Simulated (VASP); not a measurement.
A run of VASP 6.6.1:

The input POSCAR:

```
C
1.0
    0.0000000000      1.8513291082      1.8513291082
    1.8513291082      0.0000000000      1.8513291082
    1.8513291082      1.8513291082      0.0000000000
C
2
Direct
    0.0000000000      0.0000000000      0.0000000000
    0.2500000000      0.2500000000      0.2500000000
```

File INCAR.step1:

```
ALGO = Normal
EDIFF = 1E-5
ENCUT = 520
GGA = PE
ISIF = 2
ISMEAR = 0
LASPH = T
LCHARG = F
LREAL = F
LWAVE = T
NBANDS = 11
NELM = 60
PREC = Accurate
SIGMA = 0.01
```

File INCAR.step2:

```
ALGO = Normal
EDIFF = 1E-7
ENCUT = 520
GGA = PE
HFSCREEN = 0.2079
ISIF = 2
ISMEAR = 0
ISTART = 1
LASPH = T
LCHARG = F
LHFCALC = T
LREAL = F
LWAVE = F
NBANDS = 11
NELM = 60
PREC = Accurate
PRECFOCK = Normal
SIGMA = 0.01
```

KPOINTS

```
k-points
0
Gamma
  8 8 8
```

Potentials or basis: VASP PAW PBE potentials, release 64 (C).

Command:

```sh
$ cat potpaw_PBE.64/C/POTCAR > POTCAR
$ cp INCAR.step1 INCAR
$ mpirun -np 1 vasp_std > vasp.out
$ cp INCAR.step2 INCAR
$ mpirun -np 1 vasp_std > vasp.out
```

Hardware: 1 thread of Intel(R) Xeon(R) 6975P-C (Granite Rapids), with other jobs on the host.

**Question.** How long does it take, and how much memory?

**Answer.** It took 6.3 min on 1 thread of Intel(R) Xeon(R) 6975P-C (Granite Rapids) (shared host), peak memory 0.22 GiB. Counts: k points 29.
